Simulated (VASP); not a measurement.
Wanted: the native input for a VASP 6.6.1 run.

| Quantity | Value |
| --- | --- |
| Task | single point |
| Functional | LDA |
| Potentials or basis | VASP PAW LDA potentials, release 64 (Al, Cu) |
| Cutoff | 520 eV |
| k mesh | 12 × 12 × 12 |
| Occupations | gaussian, width 0.15 eV |
| Spin | no spin polarisation |
| Dipole correction | no |
| Further INCAR settings | ALGO = Fast; EDIFF = 1e-07; NBANDS = 26 |

The structure of AlCu3 lies in POSCAR:

```
AlCu3
1.0
    3.5592369196      0.0000000000      0.0000000000
    0.0000000000      3.5592369196      0.0000000000
    0.0000000000      0.0000000000      3.5592369196
Al Cu
1 3
Direct
    0.0000000000      0.0000000000      0.0000000000
    0.5000000000      0.4893007179      0.0000000000
    0.5000000000      0.0000000000      0.5000000000
    0.0000000000      0.5106992821      0.5000000000
```

This cell differs from its parent crystal: atoms displaced along a vibrational mode, the cell strained.

The input as run:

INCAR

```
ALGO     = Fast           # electronic algorithm
EDIFF    = 1E-7           # SCF threshold, eV
ENCUT    = 520            # plane-wave cutoff, eV
ISIF     = 2              # what is computed and relaxed
ISMEAR   = 0              # smearing method
LASPH    = T              # aspherical terms in the spheres
LCHARG   = T              # write CHGCAR
LELF     = T              # ELF
LREAL    = F              # projectors in reciprocal space
LVHAR    = T            
LWAVE    = F              # write WAVECAR
NBANDS   = 26             # bands
NELM     = 80             # most SCF steps
PREC     = Accurate       # precision mode
SIGMA    = 0.15           # smearing width, eV
```

KPOINTS

```
k-points
0
Gamma
  12 12 12
```

Potentials or basis: VASP PAW LDA potentials, release 64 (Al, Cu).

Launch:

```sh
$ cat potpaw_LDA.64/Al/POTCAR potpaw_LDA.64/Cu/POTCAR > POTCAR
$ mpirun -np 1 vasp_std > vasp.out
```

Results of the run:

The pressure is 5.2 GPa and the largest force is 0.284 eV/Å. The band gap on the k mesh is zero (bands 18 and 19 overlap by 5.83 eV).

Caveat: the cell differs from its parent crystal (atoms displaced along a vibrational mode, the cell strained); the cell stands under pressure.

Run time: 6.7 min on 1 thread of AMD EPYC 7R43 64-Core Processor (Zen 3), on a shared host, peak memory 0.25 GiB.
